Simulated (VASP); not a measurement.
Wanted: the native input for a VASP 6.6.1 run.

- Task: single point
- Functional: PBE
- Potentials or basis: VASP PAW PBE potentials, release 64 (Au)
- Cutoff: 520 eV
- k mesh: 8 × 4 × 1
- Occupations: gaussian, width 0.1 eV
- Spin: no spin polarisation
- Dipole correction: yes
- Further INCAR settings: ALGO = Normal; EDIFF = 1e-06; NBANDS = 12

The structure of Au lies in POSCAR:

```
Au
1.0
    2.6641139180      0.0000000000      0.0000000000
    0.0000000000      2.6309913939      0.0000000000
    0.0000000000      0.0000000000     23.8000000000
Au
1
Direct
    0.0000000000      0.5000000000      0.2941176471
```

One way to write it, as run:

INCAR

```
PREC = Accurate ; ENCUT = 520
EDIFF = 1E-6 ; ISMEAR = 0
SIGMA = 0.1 ; LREAL = F
LASPH = T ; NELM = 60
ALGO = Normal ; ISIF = 2
LWAVE = F ; LCHARG = F
LDIPOL = T ; IDIPOL = 3
DIPOL = 0.5 0.5 0.294 ; GGA = PE
NBANDS = 12
```

KPOINTS

```
Automatic mesh
0
Gamma
  8 4 1
```

Potentials or basis: VASP PAW PBE potentials, release 64 (Au).

Launch:

```console
$ cat potpaw_PBE.64/Au/POTCAR > POTCAR
$ mpirun -np 1 vasp_std > vasp.out
```

Wall time 47 s on 1 thread of AMD EPYC 7R13, with other jobs on the host, peak memory 0.22 GiB.
